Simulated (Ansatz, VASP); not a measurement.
AlSn in VASP and in Ansatz

The input INCAR:

```
SYSTEM = AlSn
  PREC = Accurate
  ENCUT = 520
  EDIFF = 1E-6
  ISMEAR = -1
  SIGMA = 0.05
  LREAL = .False.
  LASPH = .True.
  NELM = 60
  ALGO = Normal
  ISIF = 2
  LWAVE = .False.
  LCHARG = .False.
  GGA = PS
  NBANDS = 16
```

The input KPOINTS:

```
Automatic mesh
0
Gamma
  10 10 11
  0 0 0
```

The input POSCAR:

```
AlSn
1.0
    3.6365632526      0.0000000000      0.0000000000
   -1.8182816263      3.1493561592      0.0000000000
    0.0000000000      0.0000000000      2.8645201868
Al Sn
1 1
Direct
    0.0000000000      0.0000000000      0.0000000000
    0.3333333333      0.6666666667      0.5000000000
```

Input for Ansatz:

```yaml
crystal:
  lattice:
    - [3.6365632526, 0.0, 0.0]
    - [-1.8182816263, 3.1493561592, 0.0]
    - [0.0, 0.0, 2.8645201868]
  atoms:
    - { symbol: Al, position: [0.0, 0.0, 0.0] }
    - { symbol: Sn, position: [0.3333333333, 0.6666666667, 0.5] }
kpoints:
  mp_grid: { grid: [10, 10, 11] }
  band_path:
    path:
      - [0.0, 0.0, 0.0]
      - [0.5, 0.0, 0.0]
      - [0.3333333333, 0.3333333333, 0.0]
      - [0.0, 0.0, 0.0]
      - [0.0, 0.0, 0.5]
      - [0.5, 0.0, 0.5]
      - [0.3333333333, 0.3333333333, 0.5]
      - [0.0, 0.0, 0.5]
      - [0.5, 0.0, 0.5]
    npoints: 6
scf:
  occupations: { method: fermi_dirac, width: 0.05 }
hamiltonian:
  xc: pbesol
  pseudopotentials: { kind: all_electron, lapw: { basis_error: 0.001 } }
output:
  forces: true
  stress: true
  eigenvalues: true
  populations: true
```

Change from the starting cell: volume scaled by 0.65, LAPW.

Alike in both runs: task single point; functional PBEsol; k mesh 10 × 10 × 11; occupations fermi-dirac, width 0.05 eV; no spin polarisation.

|  | VASP | Ansatz |
| --- | --- | --- |
| version | VASP 6.6.1 | Ansatz 0.2.0 |
| potentials or method | VASP PAW PBE potentials, release 64 (Al, Sn_d), cutoff 520 eV | all-electron LAPW, scalar-relativistic |

Ansatz gave:

* pressure (GPa): 52.0
* traceless stress, the component that is largest in VASP (GPa): 5.48

Task: Which values does VASP return?

Result: Pressure (GPa): 52.0; traceless stress, the component that is largest in VASP (GPa): 5.47.

VASP's potentials were made for PBE, not for PBEsol. Both programs put the cell under a high pressure, so it lies far from rest at this level. Ansatz ran all-electron here, and VASP with PAW potentials.
